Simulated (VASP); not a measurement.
Crystal: Cl.

```
Cl
1.0
     2.96585   -1.90488    0.00000
     2.96585    1.90488    0.00000
     0.00000    0.00000    8.35186
Cl
4
Direct
  0.88029 0.11971 0.60748
  0.11971 0.88029 0.39252
  0.61971 0.38029 0.10748
  0.38029 0.61971 0.89252
```

This cell differs from its parent crystal: epitaxial xy strain -5.1%.

Base run:

- Program: VASP 6.6.1
- Functional: PBE
- Potentials or basis: VASP PAW PBE potentials, release 64 (Cl)
- Cutoff: 520 eV
- k mesh: 8 × 8 × 4
- Occupations: fermi-dirac, width 0.02 eV
- Spin: no spin polarisation

Its results: band gap on the k mesh 1.87 eV, direct; pressure 3.1 GPa; largest force 0.041 eV/Å.

Question: The run is repeated on the same cell with these changes: functional from PBE to r2SCAN; occupations from fermi-dirac, width 0.02 eV to gaussian, width 0.01 eV. What comes out?

Answer: Band gap on the k mesh 2.20 eV, direct; pressure 1.4 GPa; largest force 0.235 eV/Å.

Caveats: the PAW data sets were made with another functional, which shifts forces and pressure a little (some runs).

A k mesh can miss the band edges.
